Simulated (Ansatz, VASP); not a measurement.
**KP2Ru2: VASP beside Ansatz**

```
K P Ru
1.0
    -2.05742    2.05742    6.38926
     2.05742   -2.05742    6.38926
     2.05742    2.05742   -6.38926
K P Ru
1 2 2
Direct
  0.00000 0.00000 0.00000
  0.33872 0.33872 0.00000
  0.66128 0.66128 0.00000
  0.75000 0.25000 0.50000
  0.25000 0.75000 0.50000
```

Alike in both runs: task single point; functional LDA; k mesh 9 × 9 × 9; no spin polarisation.

|  | VASP | Ansatz |
| --- | --- | --- |
| version | VASP 6.6.1 | Ansatz 0.2.0 |
| potentials or method | VASP PAW LDA potentials, release 64 (K_sv, P, Ru_pv), cutoff 520 eV | plane waves, PAW |
| occupations | methfessel-paxton of order 1, width 0.1 eV | cold |
| valence electrons in the cell | 47 | 51 |

Ansatz gave:

```
pressure (GPa)                                                : -10.6
traceless stress, the component that is largest in VASP (GPa) : 3.26
```

Q: What did VASP give for the same quantities?

A: Pressure (GPa): -10.4; traceless stress, the component that is largest in VASP (GPa): 3.14.

LDA's correlation is that of Perdew and Zunger in VASP and of Perdew and Wang (1992) in Ansatz. VASP's potentials hold 47 valence electrons a cell and Ansatz's 51, so a difference there can come from the potentials and not from the codes.
